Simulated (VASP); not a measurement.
# S (Fd-3m) in VASP: notebook, part 2 of 2

VASP 6.6.1.

## (4) Single point, PBEsol (volume scaled by 0.84)

Input file INCAR:

```
SYSTEM = S
PREC = Accurate ; ENCUT = 520
EDIFF = 1E-6 ; ISMEAR = -1
SIGMA = 0.05 ; LREAL = .FALSE.
LASPH = .TRUE. ; NELM = 60
ALGO = Normal ; ISIF = 2
LWAVE = .FALSE. ; LCHARG = .TRUE.
GGA = PS ; LELF = .TRUE.
LVHAR = .TRUE. ; NBANDS = 13
```

Input file KPOINTS:

```
Automatic mesh
0
G
  13 13 13
  0 0 0
```

Input file POSCAR:

```
S
1.0
    0.0000000000      2.6803411858      2.6803411858
    2.6803411858      0.0000000000      2.6803411858
    2.6803411858      2.6803411858      0.0000000000
S
2
Direct
   -0.1250000000     -0.1250000000     -0.1250000000
    0.1250000000      0.1250000000      0.1250000000
```

Potentials or basis: VASP PAW PBE potentials, release 64 (S).

Command:

```
$ cat potpaw_PBE.64/S/POTCAR > POTCAR
$ mpirun -np 1 vasp_std > vasp.out
```

OUTCAR:

```text
SYSTEM = S
   PREC = Accurate
   ENCUT = 520
   EDIFF = 1E-6
   ISMEAR = -1
   LREAL = .FALSE.
   LASPH = .TRUE.
   NELM = 60
   ISIF = 2
   GGA = PS

 ion  position               nearest neighbor table
   1  0.875  0.875  0.875-   2 2.32   2 2.32   2 2.32   2 2.32
   2  0.125  0.125  0.125-   1 2.32   1 2.32   1 2.32   1 2.32

  LATTYP: Found a face centered cubic cell.
 ALAT       =     5.3606823716

  Lattice vectors:

 A1 = (   0.0000000000,   2.6803411858,   2.6803411858)
 A2 = (   2.6803411858,   0.0000000000,   2.6803411858)
 A3 = (   2.6803411858,   2.6803411858,   0.0000000000)
[... 561 lines left out ...]
      9      12.4178      0.00000
     10      13.3873      0.00000
     11      14.9410      0.00000
     12      16.0969      0.00000
     13      16.1482      0.00000

 [... further k-points ...]
[... 5 lines left out ...]
  --------------------------------------------------------------------------------------
  -------------------------------------------------------------------------------------
  Total        2.7522812      2.7522812      2.7522812      0.0000000      0.0000000     -0.0000000
  in kB      114.4993841    114.4993841    114.4993841      0.0000000      0.0000000     -0.0000000
  external PRESSURE =     114.4993841 kB  Pullay stress =       0.0000000 kB

 VOLUME and BASIS-vectors are now :
 -----------------------------------------------------------------------------
  energy-cutoff  :      520.00
  volume of cell :       38.51
      direct lattice vectors                 reciprocal lattice vectors
     0.000000000  2.680341186  2.680341186    -0.186543416  0.186543416  0.186543416
     2.680341186  0.000000000  2.680341186     0.186543416 -0.186543416  0.186543416
     2.680341186  2.680341186  0.000000000     0.186543416  0.186543416 -0.186543416

 POSITION                                       TOTAL-FORCE (eV/Angst)
 -----------------------------------------------------------------------------------
      4.69060      4.69060      4.69060        -0.000000      0.000000      0.000000
      0.67009      0.67009      0.67009         0.000000     -0.000000     -0.000000
 -----------------------------------------------------------------------------------
    total drift:                                0.000000     -0.000000     -0.000000

  FREE ENERGIE OF THE ION-ELECTRON SYSTEM (eV)
  ---------------------------------------------------
  free  energy   TOTEN  =        -6.6925186585 eV

  energy  without entropy=       -6.6746209448  energy(sigma->0) =       -6.68356980
```

OSZICAR:

```text
N       E                     dE             d eps       ncg     rms          rms(c)
DAV:   1     0.436315800670E+02    0.43632E+02   -0.53611E+03  2184   0.800E+02
DAV:   2    -0.414775555134E+01   -0.47779E+02   -0.44657E+02  2990   0.136E+02
DAV:   3    -0.667538221665E+01   -0.25276E+01   -0.24917E+01  2819   0.320E+01
DAV:   4    -0.670087667823E+01   -0.25494E-01   -0.25484E-01  2690   0.386E+00
DAV:   5    -0.670126312130E+01   -0.38644E-03   -0.38643E-03  2880   0.473E-01    0.228E+01
DAV:   6    -0.669532337460E+01    0.59397E-02   -0.19716E-03  2729   0.303E-01    0.137E+01
DAV:   7    -0.669250073196E+01    0.28226E-02   -0.42123E-03  2719   0.439E-01    0.616E-02
DAV:   8    -0.669251779750E+01   -0.17066E-04   -0.27320E-04  2704   0.114E-01    0.371E-02
DAV:   9    -0.669251855759E+01   -0.76009E-06   -0.14591E-05  2744   0.247E-02    0.134E-02
DAV:  10    -0.669251865850E+01   -0.10091E-06   -0.62412E-07  1932   0.517E-03
   1 F= -.66925187E+01 E0= -.66835698E+01  d E =-.178977E-01
```

stdout:

```text
POSCAR found type information on POSCAR S
 POSCAR found :  1 types and       2 ions
 scaLAPACK will be used
 -----------------------------------------------------------------------------
|                                                                             |
|                                                                             |
|     You enforced a specific xc type in the INCAR file but a different       |
|     I HOPE YOU KNOW WHAT YOU ARE DOING!                                     |
|                                                                             |
 -----------------------------------------------------------------------------

 LDA part: xc-table for (Slater+PW92), standard interpolation
 POSCAR, INCAR and KPOINTS ok, starting setup
 FFT: planning ... GRIDC
 FFT: planning ... GRID_SOFT
 FFT: planning ... GRID
 WAVECAR not read
 entering main loop
```

It took 13 s on 1 thread of Intel Xeon 6975P-C (Granite Rapids), shared host; peak memory 0.16 GiB.

What came out:

```yaml
Free_energy: -6.6925 eV
Pressure: 11.4 GPa
Band_gap_on_the_k_mesh: zero (band 6 reaches 6.71 eV, above the bottom of band 7 at 4.62 eV)
```

Caveat: the PAW data sets were made with another functional, which shifts forces and pressure a little.

## (5) Single point, PBEsol (volume scaled by 0.92)

Input file INCAR:

```
SYSTEM = S
PREC = Accurate
ENCUT = 520
EDIFF = 1E-6
ISMEAR = -1
SIGMA = 0.05
LREAL = .FALSE.
LASPH = .TRUE.
NELM = 60
ALGO = Normal
ISIF = 2
LWAVE = .FALSE.
LCHARG = .TRUE.
GGA = PS
LELF = .TRUE.
LVHAR = .TRUE.
NBANDS = 13
```

KPOINTS is that of step 4.

Input file POSCAR:

```
S
1.0
    0.0000000000      2.7628645464      2.7628645464
    2.7628645464      0.0000000000      2.7628645464
    2.7628645464      2.7628645464      0.0000000000
S
2
Direct
   -0.1250000000     -0.1250000000     -0.1250000000
    0.1250000000      0.1250000000      0.1250000000
```

Potentials or basis: VASP PAW PBE potentials, release 64 (S).

Command:

```
$ cat potpaw_PBE.64/S/POTCAR > POTCAR
$ mpirun -np 1 vasp_std > vasp.out
```

OUTCAR:

```text
SYSTEM = S
   PREC = Accurate
   ENCUT = 520
   EDIFF = 1E-6
   ISMEAR = -1
   LREAL = .FALSE.
   LASPH = .TRUE.
   NELM = 60
   ISIF = 2
   GGA = PS

 ion  position               nearest neighbor table
   1  0.875  0.875  0.875-   2 2.39   2 2.39   2 2.39   2 2.39
   2  0.125  0.125  0.125-   1 2.39   1 2.39   1 2.39   1 2.39

  LATTYP: Found a face centered cubic cell.
 ALAT       =     5.5257290928

  Lattice vectors:

 A1 = (   0.0000000000,   2.7628645464,   2.7628645464)
 A2 = (   2.7628645464,   0.0000000000,   2.7628645464)
 A3 = (   2.7628645464,   2.7628645464,   0.0000000000)

Analysis of symmetry for initial positions (statically):
=====================================================================
 Subroutine PRICEL returns:
 Original cell was already a primitive cell.

 Routine SETGRP: Setting up the symmetry group for a
 face centered cubic supercell.

 Subroutine GETGRP returns: Found 48 space group operations
 (whereof 12 operations were pure point group operations)
 out of a pool of 48 trial point group operations.

The static configuration has the point symmetry D_3d.
 The point group associated with its full space group is O_h .

Analysis of symmetry for dynamics (positions and initial velocities):
=====================================================================
 Subroutine PRICEL returns:
 Original cell was already a primitive cell.

 Routine SETGRP: Setting up the symmetry group for a
 face centered cubic supercell.

 Subroutine GETGRP returns: Found 48 space group operations
 (whereof 12 operations were pure point group operations)
 out of a pool of 48 trial point group operations.

The dynamic configuration has the point symmetry D_3d.
 The point group associated with its full space group is O_h .

 Subroutine INISYM returns: Found 48 space group operations
 (whereof 12 operations are pure point group operations),
 and found     1 'primitive' translations

----------------------------------------------------------------------------------------

                                     Primitive cell

  volume of cell :      42.1802

  direct lattice vectors                    reciprocal lattice vectors
     0.000000000  2.762864546  2.762864546    -0.180971594  0.180971594  0.180971594
     2.762864546  0.000000000  2.762864546     0.180971594 -0.180971594  0.180971594
     2.762864546  2.762864546  0.000000000     0.180971594  0.180971594 -0.180971594

  length of vectors
     3.907280513  3.907280513  3.907280513     0.313451995  0.313451995  0.313451995

  position of ions in fractional coordinates (direct lattice)
     0.875000000  0.875000000  0.875000000
     0.125000000  0.125000000  0.125000000

  ion indices of the primitive-cell ions
   primitive index   ion index
                 1           1
                 2           2

----------------------------------------------------------------------------------------

 KPOINTS: Automatic mesh

Automatic generation of k-mesh.
 Grid dimensions read from file:
 generate k-points for:   13   13   13

 Generating k-lattice:

  Cartesian coordinates                     Fractional coordinates (reciprocal lattice)
    -0.013920892  0.013920892  0.013920892     0.076923077  0.000000000  0.000000000
     0.013920892 -0.013920892  0.013920892     0.000000000  0.076923077  0.000000000
     0.013920892  0.013920892 -0.013920892     0.000000000  0.000000000  0.076923077

  Length of vectors
     0.024111692  0.024111692  0.024111692

  Shift w.r.t. Gamma in fractional coordinates (k-lattice)
     0.000000000  0.000000000  0.000000000

 Subroutine IBZKPT returns following result:
 ===========================================

 Found     84 irreducible k-points:

 Following reciprocal coordinates:
            Coordinates               Weight
  0.000000  0.000000  0.000000      1.000000
  0.076923  0.000000  0.000000      8.000000
  0.153846  0.000000  0.000000      8.000000
  0.230769  0.000000  0.000000      8.000000
  0.307692  0.000000  0.000000      8.000000
  0.384615  0.000000  0.000000      8.000000
[... 16 lines left out ...]
  0.384615  0.153846  0.000000     24.000000
  0.461538  0.153846  0.000000     24.000000
 [... further k-points ...]
   k-points           NKPTS =     84   k-points in BZ     NKDIM =     84   number of bands    NBANDS=     13
   number of dos      NEDOS =    301   number of ions     NIONS =      2
   total plane-waves  NPLWV =  27000
   dimension x,y,z NGX =    30 NGY =   30 NGZ =   30
   dimension x,y,z NGXF=    60 NGYF=   60 NGZF=   60
   ions per type =               2
   NGX,Y,Z   is equivalent  to a cutoff of  12.76, 12.76, 12.76 a.u.
   NGXF,Y,Z  is equivalent  to a cutoff of  25.53, 25.53, 25.53 a.u.
 SYSTEM =  S
   PREC   = accura    normal or accurate (medium, high low for compatibility)
   ISTART =      0    job   : 0-new  1-cont  2-samecut
   ICHARG =      2    charge: 1-file 2-atom 10-const
   ISPIN  =      1    spin polarized calculation?
   LNONCOLLINEAR =      F non collinear calculations
   LSORBIT =      F    spin-orbit coupling
   LASPH  =      T    aspherical Exc in radial PAW
   ENCUT  =  520.0 eV  38.22 Ry    6.18 a.u.   7.26  7.26  7.26*2*pi/ulx,y,z
   NELM   =     60;   NELMIN=  2; NELMDL= -5     # of ELM steps
   EDIFF  = 0.1E-05   stopping-criterion for ELM
   LREAL  =      F    real-space projection
   EDIFFG = 0.1E-04   stopping-criterion for IOM
   NSW    =      0    number of steps for IOM
   IBRION =     -1    ionic relax: 0-MD 1-quasi-New 2-CG
   NFREE  =      0    steps in history (QN), initial steepest desc. (CG)
   ISIF   =      2    stress and relaxation
   ISYM   =      2    0-nonsym 1-usesym 2-fastsym
   POTIM  = 0.5000    time-step for ionic-motion
   TEBEG  =    0.0;   TEEND  =   0.0 temperature during run
   PSTRESS=    0.0 pullay stress
   NELECT =      12.0000    total number of electrons
   NUPDOWN=      -1.0000    fix difference up-down
   EMIN   =  10.00;   EMAX   =-10.00  energy-range for DOS
   EFERMI =   0.00;   METHOD = LEGACY
   ISMEAR =    -1;   SIGMA  =   0.05  broadening in eV -4-tet -1-fermi 0-gaus
   EFERMI_NEDOS =   21; number of points for ismear=-14 and -15
   IALGO  =     38    algorithm
   IMIX   =      4    mixing-type and parameters
     AMIX     =   0.40;   BMIX     =  1.00
     AMIX_MAG =   1.60;   BMIX_MAG =  1.00
  volume/ion in A,a.u.               =      21.09       142.32
  Fermi-wavevector in a.u.,A,eV,Ry     =   1.076711  2.034688 15.773312  1.159306
  Thomas-Fermi vector in A             =   2.212602
   LORBIT       =      0    0 simple, 1 ext, 2 COOP (PROOUT), +10 PAW based schemes
   GGA     = PS    functional components
   LHFCALC =     F    Hartree Fock is set to
   AEXX    =    0.0000 exact exchange contribution
   IVDW    =     0    specifies the selected vdW correction
   LEPSILON=     F    determine dielectric tensor
   LRPA    =     F    only Hartree local field effects (RPA)
 non-spin polarized calculation
  energy-cutoff  :      520.00
  volume of cell :       42.18
 maximum number of plane-waves:      1154
 NGX is ok and might be reduce to    30
   NGX = 15   NGY = 15   NGZ = 15

 number of electron      12.0000002 magnetization

 Free energy of the ion-electron system (eV)
  ---------------------------------------------------
  ext. energy  EPLUGINS =         0.00000000
  ---------------------------------------------------
  free energy    TOTEN  =        -6.87428298 eV

  energy without entropy =       -6.85681937  energy(sigma->0) =       -6.86555117

 E-fermi :   4.9002     XC(G=0):  -9.5398

 val. band max:        4.8917699372   @ k =   0.4615   0.0769   0.0000
 cond. band min:       4.9018560029   @ k =  -0.3077   0.0769   0.0000
 fundamental gap:      0.0100860657
 Fermi energy:         4.9001700968

 k-point     1 :       0.0000    0.0000    0.0000
  band No.  band energies     occupation
      1     -11.9611      2.00000
      2      -3.5316      2.00000
      3       0.4936      2.00000
      4       0.4936      2.00000
      5       0.4936      2.00000
      6       3.7249      2.00000
      7       3.7249      2.00000
      8       3.7249      2.00000
      9      10.3155      0.00000
     10      12.3965      0.00000
     11      12.3965      0.00000
     12      15.4226      0.00000
     13      15.4226      0.00000
[... 353 lines left out ...]
 k-point    24 :       0.4615    0.1538    0.0000
  band No.  band energies     occupation
      1     -10.4492      2.00000
      2      -7.2308      2.00000
      3      -1.3217      2.00000
      4      -0.6788      2.00000
      5       1.7386      2.00000
      6       4.6026      1.99481
      7       5.6620      0.00000
      8       6.8137      0.00000
      9      11.3395      0.00000
     10      12.2020      0.00000
     11      13.7843      0.00000
     12      14.9204      0.00000
     13      15.0557      0.00000

 [... further k-points ...]
[... 5 lines left out ...]
  --------------------------------------------------------------------------------------
  -------------------------------------------------------------------------------------
  Total        1.2494189      1.2494189      1.2494189      0.0000000      0.0000000      0.0000000
  in kB       47.4580477     47.4580477     47.4580477      0.0000000      0.0000000      0.0000000
  external PRESSURE =      47.4580477 kB  Pullay stress =       0.0000000 kB

 VOLUME and BASIS-vectors are now :
 -----------------------------------------------------------------------------
  energy-cutoff  :      520.00
  volume of cell :       42.18
      direct lattice vectors                 reciprocal lattice vectors
     0.000000000  2.762864546  2.762864546    -0.180971594  0.180971594  0.180971594
     2.762864546  0.000000000  2.762864546     0.180971594 -0.180971594  0.180971594
     2.762864546  2.762864546  0.000000000     0.180971594  0.180971594 -0.180971594

 POSITION                                       TOTAL-FORCE (eV/Angst)
 -----------------------------------------------------------------------------------
      4.83501      4.83501      4.83501        -0.000000     -0.000000     -0.000000
      0.69072      0.69072      0.69072         0.000000      0.000000      0.000000
 -----------------------------------------------------------------------------------
    total drift:                               -0.000000      0.000000      0.000000

  FREE ENERGIE OF THE ION-ELECTRON SYSTEM (eV)
  ---------------------------------------------------
  free  energy   TOTEN  =        -6.8742829802 eV

  energy  without entropy=       -6.8568193678  energy(sigma->0) =       -6.86555117
```

stdout:

```text
POSCAR found type information on POSCAR S
 POSCAR found :  1 types and       2 ions
 scaLAPACK will be used
 -----------------------------------------------------------------------------
|                                                                             |
|                                                                             |
|     You enforced a specific xc type in the INCAR file but a different       |
|     I HOPE YOU KNOW WHAT YOU ARE DOING!                                     |
|                                                                             |
 -----------------------------------------------------------------------------

 LDA part: xc-table for (Slater+PW92), standard interpolation
 POSCAR, INCAR and KPOINTS ok, starting setup
 FFT: planning ... GRIDC
 FFT: planning ... GRID_SOFT
 FFT: planning ... GRID
 WAVECAR not read
 entering main loop
```

Run time: 18 s. Hardware: 1 thread of Intel Xeon 6975P-C (Granite Rapids), shared host; peak memory 0.17 GiB.

What came out:

```yaml
Free_energy: -6.8743 eV
Pressure: 4.7 GPa
Band_gap_on_the_k_mesh: zero (band 6 reaches 5.38 eV, above the bottom of band 7 at 3.72 eV)
```

Caveat: the PAW data sets were made with another functional, which shifts forces and pressure a little.

## (6) The runs side by side

| cell | gap on the mesh (eV) | pressure (GPa) |
| --- | --- | --- |
| a = 3.666 Å, angles 60.0°, 2 atoms | none | 20.8 |
| a = 3.791 Å, angles 60.0°, 2 atoms | none | 11.4 |
| a = 3.907 Å, angles 60.0°, 2 atoms | none | 4.7 |

Alike in all rows: task single point; level PBEsol; potentials or basis VASP PAW PBE potentials, release 64 (S); no spin polarisation; k mesh 13 × 13 × 13; cutoff (eV) 520; smearing fermi-dirac 0.05 eV.

Caveats: the PAW data sets were made with another functional, which shifts forces and pressure a little.

Total energies depend on the potentials used, so only differences within one code and one set of settings carry meaning.
